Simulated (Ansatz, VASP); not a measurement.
One calculation of Cu, two programs

The input INCAR:

```
  PREC = Accurate
  ENCUT = 520
  EDIFF = 1E-6
  ISMEAR = 0
  SIGMA = 0.15
  LREAL = False
  LASPH = True
  NELM = 80
  ALGO = Fast
  ISIF = 2
  LWAVE = False
  LCHARG = False
  GGA = PS
  NBANDS = 18
```

File KPOINTS:

```
Automatic mesh
0
Gamma
  20 20 18
```

POSCAR

```
Cu
1.0
    1.2815029451     -3.9594664907      0.0000000000
    1.2815029451      3.9594664907      0.0000000000
    0.0000000000      0.0000000000      2.4675572805
Cu
2
Direct
    0.1338543804      0.8661456196      0.2500000000
    0.8661456196      0.1338543804      0.7500000000
```

Input for Ansatz:

```yaml
crystal:
  lattice:
    - [1.2815029451, -3.9594664907, 0.0]
    - [1.2815029451, 3.9594664907, 0.0]
    - [0.0, 0.0, 2.4675572805]
  atoms:
    - { symbol: Cu, position: [0.1338543804, 0.8661456196, 0.25] }
    - { symbol: Cu, position: [0.8661456196, 0.1338543804, 0.75] }
basis:
  ecutwfc: 520.0
kpoints:
  mp_grid: { grid: [20, 20, 18] }
hamiltonian:
  xc: pbesol
  pseudopotentials: { kind: paw, azcp: { folder: soft_1 } }
scf:
  occupations: { method: gaussian, width: 0.15 }
output:
  forces: true
  stress: true
  eigenvalues: true
```

Change from the starting cell: normal strain along x +0.0550, normal strain along y +0.0000.

Alike in both runs: task single point; functional PBEsol; k mesh 20 × 20 × 18; occupations gaussian, width 0.15 eV; no spin polarisation.

|  | VASP | Ansatz |
| --- | --- | --- |
| version | VASP 6.6.1 | Ansatz 0.2.0 |
| potentials or method | VASP PAW PBE potentials, release 64 (Cu), cutoff 520 eV | scalar-relativistic, plane waves, PAW |
| valence electrons in the cell | 22 | 38 |

|  | VASP | Ansatz | Ansatz less VASP |
| --- | --- | --- | --- |
| gap on the k mesh at the Fermi level (eV) | none | none | - |
| pressure (GPa) | -5.1 | -6.1 | -0.99 |
| traceless stress, the component that is largest in VASP (GPa) | -6.76 | -6.64 | +0.128 |
| rms of the force components (eV/Å) | 0.117 | 0.119 | +0.0023 |

VASP's potentials were made for PBE, not for PBEsol, and Ansatz warns of the same on its side. Atom by atom the forces differ by 0.002 eV/Å (rms over components). A gap of «none» marks a metal or a gap that the smearing closes. With one functional, cell and mesh, what is left measures potentials, basis and numerics. VASP's potentials hold 22 valence electrons a cell and Ansatz's 38, so a difference there can come from the potentials and not from the codes.
